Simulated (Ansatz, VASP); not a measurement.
Two plane-wave programs on SiC

INCAR

```
SYSTEM = SiC
PREC = Accurate
ENCUT = 600
EDIFF = 1E-6
ISMEAR = 0
SIGMA = 0.05
LREAL = .False.
LASPH = .True.
NELM = 120
ALGO = Normal
ISIF = 2
LWAVE = .False.
LCHARG = .False.
GGA = PE
NBANDS = 11
GGA_COMPAT = .False.
```

The input KPOINTS:

```
Automatic mesh
0
Gamma
  10 10 10
  0 0 0
```

The input POSCAR:

```
SiC
1.0
    0.0000000000      2.1022643453      2.3486234482
    2.1186882855      0.0000000000      2.3486234482
    2.1186882855      2.1022643453      0.0000000000
Si C
1 1
Direct
    0.0000000000      0.0000000000      0.0000000000
    0.7500000000      0.7500000000      0.7500000000
```

Input for Ansatz:

```yaml
crystal:
  lattice:
    - [0.0, 2.1022643453, 2.3486234482]
    - [2.1186882855, 0.0, 2.3486234482]
    - [2.1186882855, 2.1022643453, 0.0]
  atoms:
    - { symbol: Si, position: [0.0, 0.0, 0.0] }
    - { symbol: C, position: [0.75, 0.75, 0.75] }
basis:
  ecutwfc: 520.0
kpoints:
  mp_grid: { grid: [10, 10, 10] }
hamiltonian:
  xc: pbe
scf:
  occupations: { method: gaussian, width: 0.05 }
output:
  forces: true
  stress: true
  eigenvalues: true
```

Change from the starting cell: strain +e along x and -e along y -0.0525, strain +e along z and -e/2 along x and y -0.0400.

Alike in both runs: task single point; functional PBE; k mesh 10 × 10 × 10; occupations gaussian, width 0.05 eV; no spin polarisation.

|  | VASP | Ansatz |
| --- | --- | --- |
| version | VASP 6.6.1 | Ansatz 0.2.0 |
| potentials or method | VASP PAW PBE potentials, release 64 (Si, C), cutoff 600 eV | scalar-relativistic, plane waves, PAW |
| valence electrons in the cell | 8 | 8 |

```tsv
	VASP	Ansatz	Ansatz less VASP
gap on the k mesh at the Fermi level (eV)	0.74	0.74	+0.002
least direct gap on the mesh (eV)	4.43	4.44	+0.003
pressure (GPa)	0.0	0.1	+0.18
traceless stress, the component that is largest in VASP (GPa)	-22.53	-22.48	+0.052
```
